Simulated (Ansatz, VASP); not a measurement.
Two plane-wave programs on PbS

Contents of POSCAR:

```
PbS
1.0
    0.0000000000      3.0539500000      2.9650000000
    3.0539500000      0.0000000000      2.9650000000
    3.0539500000      3.0539500000      0.0000000000
Pb S
1 1
Direct
    0.0000000000      0.0000000000      0.0000000000
    0.5000000000      0.5000000000      0.5000000000
```

Contents of INCAR.step1:

```
SYSTEM = PbS
PREC = Accurate
ENCUT = 520
ISMEAR = 0
SIGMA = 0.05
LREAL = .False.
LASPH = .True.
NELM = 60
NBANDS = 17
GGA = PE
ALGO = Normal
EDIFF = 1E-4
LWAVE = .True.
LCHARG = .False.
```

Contents of INCAR.step2:

```
SYSTEM = PbS
PREC = Accurate
ENCUT = 520
EDIFF = 1E-7
ISMEAR = 0
SIGMA = 0.05
LREAL = .False.
LASPH = .True.
NELM = 60
ALGO = Normal
ISIF = 2
LWAVE = .False.
LCHARG = .False.
METAGGA = R2SCAN
LMIXTAU = .True.
NBANDS = 17
ISTART = 1
```

KPOINTS

```
Automatic mesh
0
Gamma
  8 8 8
  0 0 0
```

Input for Ansatz:

```yaml
crystal:
  lattice:
    - [0.0, 3.05395, 2.965]
    - [3.05395, 0.0, 2.965]
    - [3.05395, 3.05395, 0.0]
  atoms:
    - { symbol: Pb, position: [0.0, 0.0, 0.0] }
    - { symbol: S, position: [0.5, 0.5, 0.5] }
basis:
  ecutwfc: 500
kpoints:
  mp_grid: { grid: [8, 8, 8] }
hamiltonian:
  xc: r2scan
scf:
  occupations: { method: gaussian, width: 0.05 }
output:
  forces: true
  stress: true
  eigenvalues: true
```

Change from the starting cell: strain +0.030 along x and y, +0.000 along z, atoms carried along.

Alike in both runs: task single point; functional r2SCAN; k mesh 8 × 8 × 8; occupations gaussian, width 0.05 eV; no spin polarisation.

```csv
,VASP,Ansatz
version,VASP 6.6.1,Ansatz 0.2.0
potentials or method,"VASP PAW PBE potentials, release 64 (Pb_d, S), cutoff 520 eV","scalar-relativistic, plane waves, PAW"
valence electrons in the cell,20,20
```

```tsv
	VASP	Ansatz	Ansatz less VASP
gap on the k mesh at the Fermi level (eV)	0.80	0.80	-0.009
least direct gap on the mesh (eV)	0.80	0.80	-0.009
pressure (GPa)	-1.9	-1.8	+0.03
traceless stress, the component that is largest in VASP (GPa)	2.11	2.10	-0.010
```

VASP's potentials were made for PBE, not for r2SCAN.

Neither program's run includes spin-orbit coupling.
